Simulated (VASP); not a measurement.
# BaTiO3 (Cmm2) in VASP: a series of runs

The runs below take BaTiO3 through single point, with PBE.

Everything below comes from runs of VASP 6.6.1. Logs are shortened: lines on timing, memory, paths and dates and some standing lists are left out, and cuts for length are marked.

### 1 The cell of the first run

Symmetry: Cmm2, No. 35, orthorhombic system. Conventional cell: a = 5.543 Å, b = 5.770 Å, c = 4.018 Å, α = 90.00°, β = 90.00°, γ = 90.00°. Ba (site symmetry mm2) has 12 O at 2.77 to 2.89 Å and 8 Ti at 3.40 to 3.54 Å within 3.7 Å. Ti (site symmetry mm2) has 6 O at 1.89 to 2.13 Å within 2.5 Å. O (site symmetry 2) has 2 Ti at 2.00 Å within 2.7 Å. Within 2.5 Å of O (site symmetry mm2) lie 2 Ti at 1.89 to 2.13 Å.

### 2 Single point, PBE

Contents of INCAR:

```
SYSTEM = BaTiO3
  PREC = Accurate
  ENCUT = 910
  EDIFF = 1E-6
  ISMEAR = -1
  SIGMA = 0.05
  LREAL = .False.
  LASPH = .True.
  NELM = 120
  ALGO = Normal
  ISIF = 2
  LWAVE = .False.
  LCHARG = .False.
  GGA = PE
  NBANDS = 28
  GGA_COMPAT = .False.
```

Contents of KPOINTS:

```
regular mesh
0
Gamma
  5 5 5
  0 0 0
```

Contents of POSCAR:

```
BaTiO3
1.0
    3.9998000000      0.0799960000      0.0000000000
    0.0799960000      3.9998000000      0.0000000000
    0.0000000000      0.0000000000      4.0180000000
Ba Ti O
1 1 3
Direct
    0.0000000000      0.0000000000      0.0000000000
    0.5000000000      0.5000000000      0.4900000000
    0.0000000000      0.5000000000      0.5170000000
    0.5000000000      0.0000000000      0.5170000000
    0.5000000000      0.5000000000      0.0190000000
```

Potentials or basis: VASP PAW PBE potentials, release 64 (Ba_sv, Ti_sv, O_h).

Run with:

```bash
> cat potpaw_PBE.64/Ba_sv/POTCAR potpaw_PBE.64/Ti_sv/POTCAR potpaw_PBE.64/O_h/POTCAR > POTCAR
> mpirun -np 1 vasp_std > vasp.out
```

OUTCAR:

```text
SYSTEM = BaTiO3
   PREC = Accurate
   ENCUT = 910
   EDIFF = 1E-6
   ISMEAR = -1
   LREAL = .False.
   LASPH = .True.
   NELM = 120
   ISIF = 2
   GGA = PE

 ion  position               nearest neighbor table
   1  0.000  0.000  0.000-   5 2.77   5 2.77   3 2.79   3 2.79   4 2.79   4 2.79   4 2.88   4 2.88
                             3 2.88   3 2.88   5 2.89   5 2.89   2 3.40   2 3.40   2 3.45   2 3.45
   2  0.500  0.500  0.490-   5 1.89   4 2.00   3 2.00   4 2.00   3 2.00   5 2.13   1 3.40   1 3.40
                             1 3.45   1 3.45   1 3.49   1 3.49   1 3.54   1 3.54
   3  0.000  0.500  0.517-   2 2.00   2 2.00   1 2.79   1 2.79   1 2.88   1 2.88
   4  0.500  0.000  0.517-   2 2.00   2 2.00   1 2.79   1 2.79   1 2.88   1 2.88
   5  0.500  0.500  0.019-   2 1.89   2 2.13   1 2.77   1 2.77   1 2.89   1 2.89

  LATTYP: Found a base centered orthorhombic cell.
 ALAT       =     5.5434399786
 B/A-ratio  =     1.0408163265
 C/A-ratio  =     0.7248206918

  Lattice vectors:

 A1 = (  -0.0799960000,  -3.9998000000,   0.0000000000)
 A2 = (   3.9998000000,   0.0799960000,   0.0000000000)
 A3 = (   0.0000000000,   0.0000000000,   4.0180000000)

Analysis of symmetry for initial positions (statically):
=====================================================================
 Subroutine PRICEL returns:
 Original cell was already a primitive cell.

 Routine SETGRP: Setting up the symmetry group for a
 base centered orthorhombic supercell.

 Subroutine GETGRP returns: Found  4 space group operations
 (whereof  4 operations were pure point group operations)
 out of a pool of  8 trial point group operations.

The static configuration has the point symmetry C_2v.

Analysis of symmetry for dynamics (positions and initial velocities):
=====================================================================
 Subroutine PRICEL returns:
 Original cell was already a primitive cell.

 Routine SETGRP: Setting up the symmetry group for a
 base centered orthorhombic supercell.

 Subroutine GETGRP returns: Found  4 space group operations
 (whereof  4 operations were pure point group operations)
 out of a pool of  8 trial point group operations.

The dynamic configuration has the point symmetry C_2v.

 Subroutine INISYM returns: Found  4 space group operations
 (whereof  4 operations are pure point group operations),
 and found     1 'primitive' translations

----------------------------------------------------------------------------------------

                                     Primitive cell

  volume of cell :      64.2559

  direct lattice vectors                    reciprocal lattice vectors
     3.999800000  0.079996000  0.000000000     0.250112546 -0.005002251  0.000000000
     0.079996000  3.999800000  0.000000000    -0.005002251  0.250112546  0.000000000
     0.000000000  0.000000000  4.018000000     0.000000000  0.000000000  0.248880040

  length of vectors
     4.000599880  4.000599880  4.018000000     0.250162563  0.250162563  0.248880040

  position of ions in fractional coordinates (direct lattice)
     0.000000000  0.000000000  0.000000000
     0.500000000  0.500000000  0.490000000
     1.000000000  0.500000000  0.517000000
     0.500000000  1.000000000  0.517000000
     0.500000000  0.500000000  0.019000000

  ion indices of the primitive-cell ions
   primitive index   ion index
                 1           1
                 2           2
                 3           3
                 4           4
                 5           5

----------------------------------------------------------------------------------------

 KPOINTS: regular mesh

Automatic generation of k-mesh.
 Grid dimensions read from file:
 generate k-points for:    5    5    5

 Generating k-lattice:

  Cartesian coordinates                     Fractional coordinates (reciprocal lattice)
     0.050022509 -0.001000450  0.000000000     0.200000000  0.000000000  0.000000000
    -0.001000450  0.050022509  0.000000000     0.000000000  0.200000000  0.000000000
     0.000000000  0.000000000  0.049776008     0.000000000  0.000000000  0.200000000

  Length of vectors
     0.050032513  0.050032513  0.049776008

  Shift w.r.t. Gamma in fractional coordinates (k-lattice)
     0.000000000  0.000000000  0.000000000

 Subroutine IBZKPT returns following result:
 ===========================================

 Found     27 irreducible k-points:

 Following reciprocal coordinates:
            Coordinates               Weight
  0.000000  0.000000  0.000000      1.000000
  0.200000 -0.000000  0.000000      4.000000
  0.400000  0.000000  0.000000      4.000000
  0.200000  0.200000  0.000000      2.000000
  0.400000  0.200000  0.000000      4.000000
 -0.400000  0.200000  0.000000      4.000000
[... 16 lines left out ...]
  0.400000  0.200000  0.400000      8.000000
 -0.400000  0.200000  0.400000      8.000000
 [... further k-points ...]
   k-points           NKPTS =     27   k-points in BZ     NKDIM =     27   number of bands    NBANDS=     28
   number of dos      NEDOS =    301   number of ions     NIONS =      5
   total plane-waves  NPLWV =  64000
   dimension x,y,z NGX =    40 NGY =   40 NGZ =   40
   dimension x,y,z NGXF=    80 NGYF=   80 NGZF=   80
   ions per type =               1   1   3
   NGX,Y,Z   is equivalent  to a cutoff of  16.62, 16.62, 16.55 a.u.
   NGXF,Y,Z  is equivalent  to a cutoff of  33.24, 33.24, 33.10 a.u.
 SYSTEM =  BaTiO3
   PREC   = accura    normal or accurate (medium, high low for compatibility)
   ISTART =      0    job   : 0-new  1-cont  2-samecut
   ICHARG =      2    charge: 1-file 2-atom 10-const
   ISPIN  =      1    spin polarized calculation?
   LNONCOLLINEAR =      F non collinear calculations
   LSORBIT =      F    spin-orbit coupling
   LASPH  =      T    aspherical Exc in radial PAW
   ENCUT  =  910.0 eV  66.88 Ry    8.18 a.u.   9.84  9.84  9.88*2*pi/ulx,y,z
   NELM   =    120;   NELMIN=  2; NELMDL= -5     # of ELM steps
   EDIFF  = 0.1E-05   stopping-criterion for ELM
   LREAL  =      F    real-space projection
   EDIFFG = 0.1E-04   stopping-criterion for IOM
   NSW    =      0    number of steps for IOM
   IBRION =     -1    ionic relax: 0-MD 1-quasi-New 2-CG
   NFREE  =      0    steps in history (QN), initial steepest desc. (CG)
   ISIF   =      2    stress and relaxation
   ISYM   =      2    0-nonsym 1-usesym 2-fastsym
   POTIM  = 0.5000    time-step for ionic-motion
   TEBEG  =    0.0;   TEEND  =   0.0 temperature during run
   PSTRESS=    0.0 pullay stress
   NELECT =      40.0000    total number of electrons
   NUPDOWN=      -1.0000    fix difference up-down
   EMIN   =  10.00;   EMAX   =-10.00  energy-range for DOS
   EFERMI =   0.00;   METHOD = LEGACY
   ISMEAR =    -1;   SIGMA  =   0.05  broadening in eV -4-tet -1-fermi 0-gaus
   EFERMI_NEDOS =   21; number of points for ismear=-14 and -15
   IALGO  =     38    algorithm
   IMIX   =      4    mixing-type and parameters
     AMIX     =   0.40;   BMIX     =  1.00
     AMIX_MAG =   1.60;   BMIX_MAG =  1.00
  volume/ion in A,a.u.               =      12.85        86.72
  Fermi-wavevector in a.u.,A,eV,Ry     =   1.397839  2.641533 26.585168  1.953955
  Thomas-Fermi vector in A             =   2.521056
   LORBIT       =      0    0 simple, 1 ext, 2 COOP (PROOUT), +10 PAW based schemes
   GGA     = PE    functional components
   LHFCALC =     F    Hartree Fock is set to
   AEXX    =    0.0000 exact exchange contribution
   IVDW    =     0    specifies the selected vdW correction
   LEPSILON=     F    determine dielectric tensor
   LRPA    =     F    only Hartree local field effects (RPA)
 non-spin polarized calculation
  energy-cutoff  :      910.00
  volume of cell :       64.26
 maximum number of plane-waves:      4032
   NGX = 19   NGY = 19   NGZ = 19

 number of electron      40.0000002 magnetization

 Free energy of the ion-electron system (eV)
  ---------------------------------------------------
  ext. energy  EPLUGINS =         0.00000000
  ---------------------------------------------------
  free energy    TOTEN  =       -39.96479549 eV

  energy without entropy =      -39.96479548  energy(sigma->0) =      -39.96479549

 E-fermi :   5.0761     XC(G=0): -11.2474

 val. band max:        4.0735765026   @ k =   0.4000   0.4000   0.4000
 cond. band min:       5.9669060914   @ k =   0.0000   0.0000   0.0000
 fundamental gap:      1.8933295888
 Fermi energy:         5.0760549373

 k-point     1 :       0.0000    0.0000    0.0000
  band No.  band energies     occupation
      1     -52.3962      2.00000
      2     -28.6373      2.00000
      3     -28.6240      2.00000
      4     -28.5894      2.00000
      5     -20.6492      2.00000
      6     -12.7134      2.00000
[... 20 lines left out ...]
     27       9.2679      0.00000
     28      11.4854      0.00000

 k-point     2 :       0.2000   -0.0000    0.0000
  band No.  band energies     occupation
      1     -52.3958      2.00000
      2     -28.6367      2.00000
      3     -28.6347      2.00000
      4     -28.5960      2.00000
      5     -20.6084      2.00000
      6     -12.7580      2.00000
[... 20 lines left out ...]
     27       9.9775      0.00000
     28      12.3826      0.00000

 k-point     3 :       0.4000    0.0000    0.0000
  band No.  band energies     occupation
      1     -52.3953      2.00000
      2     -28.6590      2.00000
      3     -28.6355      2.00000
      4     -28.5999      2.00000
      5     -20.5407      2.00000
      6     -12.9198      2.00000
[... 20 lines left out ...]
     27      11.4468      0.00000
     28      12.4118      0.00000

 k-point     4 :       0.2000    0.2000    0.0000
  band No.  band energies     occupation
      1     -52.3955      2.00000
      2     -28.6402      2.00000
      3     -28.6360      2.00000
      4     -28.6077      2.00000
      5     -20.5750      2.00000
      6     -12.7040      2.00000
[... 578 lines left out ...]
     27      12.2550      0.00000
     28      12.8755      0.00000

 k-point    23 :       0.4000    0.2000    0.4000
  band No.  band energies     occupation
      1     -52.3941      2.00000
      2     -28.6790      2.00000
      3     -28.6571      2.00000
      4     -28.6138      2.00000
      5     -20.4480      2.00000
      6     -12.2968      2.00000
[... 20 lines left out ...]
     27      12.4704      0.00000
     28      12.7407      0.00000

 k-point    24 :      -0.4000    0.2000    0.4000
  band No.  band energies     occupation
      1     -52.3941      2.00000
      2     -28.6790      2.00000
      3     -28.6573      2.00000
      4     -28.6137      2.00000
      5     -20.4466      2.00000
      6     -12.2787      2.00000
[... 20 lines left out ...]
     27      12.3645      0.00000
     28      12.6832      0.00000

 [... further k-points ...]
[... 5 lines left out ...]
  --------------------------------------------------------------------------------------
  -------------------------------------------------------------------------------------
  Total        1.5164919      1.5164919      1.8055456     -2.0455655      0.0000000      0.0000000
  in kB       37.8127216     37.8127216     45.0200847    -51.0048226      0.0000000      0.0000000
  external PRESSURE =      40.2151759 kB  Pullay stress =       0.0000000 kB

 VOLUME and BASIS-vectors are now :
 -----------------------------------------------------------------------------
  energy-cutoff  :      910.00
  volume of cell :       64.26
      direct lattice vectors                 reciprocal lattice vectors
     3.999800000  0.079996000  0.000000000     0.250112546 -0.005002251  0.000000000
     0.079996000  3.999800000  0.000000000    -0.005002251  0.250112546  0.000000000
     0.000000000  0.000000000  4.018000000     0.000000000  0.000000000  0.248880040

 POSITION                                       TOTAL-FORCE (eV/Angst)
 -----------------------------------------------------------------------------------
      0.00000      0.00000      0.00000        -0.000000      0.000000      0.073887
      2.03990      2.03990      1.96882         0.000000     -0.000000     -0.148587
      0.04000      1.99990      2.07731        -0.000000      0.000000     -0.111720
      1.99990      0.04000      2.07731         0.000000      0.000000     -0.111720
      2.03990      2.03990      0.07634        -0.000000      0.000000      0.298140
 -----------------------------------------------------------------------------------
    total drift:                               -0.000000     -0.000000     -0.001184

  FREE ENERGIE OF THE ION-ELECTRON SYSTEM (eV)
  ---------------------------------------------------
  free  energy   TOTEN  =       -39.9647954857 eV

  energy  without entropy=      -39.9647954846  energy(sigma->0) =      -39.96479549
```

It took 91 s on 1 thread of Intel Xeon Platinum 8488C (Sapphire Rapids), shared host; peak memory 0.31 GiB.

Results:

```yaml
Free_energy: -39.9648 eV
Pressure: 4.0 GPa
Largest_force: 0.298 eV/Å
Band_gap_on_the_k_mesh: 1.89 eV, indirect (least direct gap 1.91 eV)
```

Forces on the atoms (eV/Å):
```
Ba   0.000  0.000  0.074
Ti   0.000  0.000 -0.149
O    0.000  0.000 -0.112
O    0.000  0.000 -0.112
O    0.000  0.000  0.298
```

Caveat: the cutoff is under 1.25 times the usual one of these potentials, so pressure, stress and relaxed cells hold a basis-set (Pulay) error; spin-orbit coupling is left out, which moves the levels of the heavy elements.

(Continued in part 2 of 2.)
